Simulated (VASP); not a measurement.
Here is a VASP 6.6.1 calculation.

INCAR

```
SYSTEM = Os
  PREC = Accurate
  ENCUT = 520
  EDIFF = 1E-6
  ISMEAR = -1
  SIGMA = 0.08
  LREAL = .False.
  LASPH = .True.
  NELM = 80
  ALGO = Normal
  ISIF = 2
  LWAVE = .False.
  LCHARG = .False.
  GGA = PE
  NBANDS = 15
```

The input KPOINTS:

```
Automatic mesh
0
Gamma
  18 18 10
  0 0 0
```

POSCAR

```
Os
1.0
    2.4094611552      0.0000000000      0.0000000000
   -1.2047305776      2.0866545698      0.0000000000
    0.0000000000      0.0000000000      3.8626481808
Os
2
Direct
    0.3333333333      0.6666666667      0.2500000000
    0.6666666667      0.3333333333      0.7500000000
```

Potentials or basis: VASP PAW PBE potentials, release 64 (Os).

Run with:

```bash
$ cat potpaw_PBE.64/Os/POTCAR > POTCAR
$ mpirun -np 1 vasp_std > vasp.out
```

Problem. Estimate the pressure.

Solution. 389.7 GPa.

Problem. What does it give for the band gap on the k mesh?

Solution. Zero (bands 8 and 9 overlap by 7.10 eV).

Stress tensor (GPa, compression positive):
```
389.89   0.00   0.00
  0.00 389.89   0.00
  0.00   0.00 389.18
```

Caveat: the cell stands under pressure; spin-orbit coupling is left out, which moves the levels of the heavy elements.
